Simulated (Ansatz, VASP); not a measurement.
# One calculation of BiTe, two programs

File INCAR:

```
ALGO = Normal
EDIFF = 1E-6
ENCUT = 520
GGA = CA
ISIF = 2
ISMEAR = -1
LASPH = True
LCHARG = False
LREAL = False
LWAVE = False
NBANDS = 18
NELM = 100
PREC = Accurate
SIGMA = 0.15
```

Contents of KPOINTS:

```
k-points
0
Gamma
  7 7 7
```

Contents of POSCAR:

```
BiTe
1.0
    2.4227077700      1.3987509800      3.3172919500
   -2.4227077700      1.3987509800      3.3172919500
    0.0000000000     -2.7975019700      3.3172919500
Bi Te
1 1
Direct
    0.5011915403      0.5011915403      0.4976169209
    0.0000000000      0.0000000000      0.0000000000
```

Input for Ansatz:

```yaml
crystal:
  lattice:
    - [2.42270777, 1.39875098, 3.31729195]
    - [-2.42270777, 1.39875098, 3.31729195]
    - [0.0, -2.79750197, 3.31729195]
  atoms:
    - { symbol: Bi, position: [0.5011915403260597, 0.5011915403260597, 0.4976169208551339] }
    - { symbol: Te, position: [0.0, 0.0, 0.0] }
basis:
  ecutwfc: 462.593566181796
kpoints:
  mp_grid:
    grid: [7, 7, 7]
hamiltonian:
  xc: lda
scf:
  occupations:
    method: fermi_dirac
    width: 0.15
output:
  forces: true
```

Alike in both runs: task single point; functional LDA; k mesh 7 × 7 × 7; occupations fermi-dirac, width 0.15 eV; no spin polarisation.

|  | VASP | Ansatz |
| --- | --- | --- |
| version | VASP 6.6.1 | Ansatz 0.2.0 |
| potentials or method | VASP PAW LDA potentials, release 64 (Bi_d, Te), cutoff 520 eV | plane waves, PAW |
| valence electrons in the cell | 21 | 31 |

```tsv
	VASP	Ansatz	Ansatz less VASP
rms of the force components (eV/Å)	0.009	0.009	-0.0002
```

LDA's correlation is that of Perdew and Zunger in VASP and of Perdew and Wang (1992) in Ansatz. Atom by atom the forces differ by 0.000 eV/Å (rms over components). VASP's potentials hold 21 valence electrons a cell and Ansatz's 31, so a difference there can come from the potentials and not from the codes.

Spin-orbit coupling is off throughout.
